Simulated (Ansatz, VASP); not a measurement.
**Two plane-wave programs on Ga2Ge**

```
Ga Ge
1.0
    -1.81862    1.81862    4.34714
     1.81862   -1.81862    4.34714
     1.81862    1.81862   -4.34714
Ga Ge
2 1
Cartesian
  0.0000 0.0000 5.7799
  0.0000 0.0000 2.9144
  0.0000 0.0000 0.0000
```

Alike in both runs: functional PBE; k mesh 18 × 18 × 18; occupations gaussian, width 0.1 eV; no spin polarisation.

Ansatz relaxed the structure, and its values are those at the end. VASP's run is a single point on that final structure, the one shown.

|  | VASP | Ansatz |
| --- | --- | --- |
| version | VASP 6.6.1 | Ansatz 0.2.0 |
| potentials or method | VASP PAW PBE potentials, release 64 (Ga_d, Ge_d), cutoff 520 eV | scalar-relativistic, plane waves, PAW |
| valence electrons in the cell | 40 | 40 |

|  | VASP | Ansatz | Ansatz less VASP |
| --- | --- | --- | --- |
| gap on the k mesh at the Fermi level (eV) | none | none | - |
| pressure (GPa) | 0.1 | 0.0 | -0.08 |

A gap of «none» marks a metal or a gap that the smearing closes. The functional is the same, so the differences come from potentials, cutoffs and numerics.
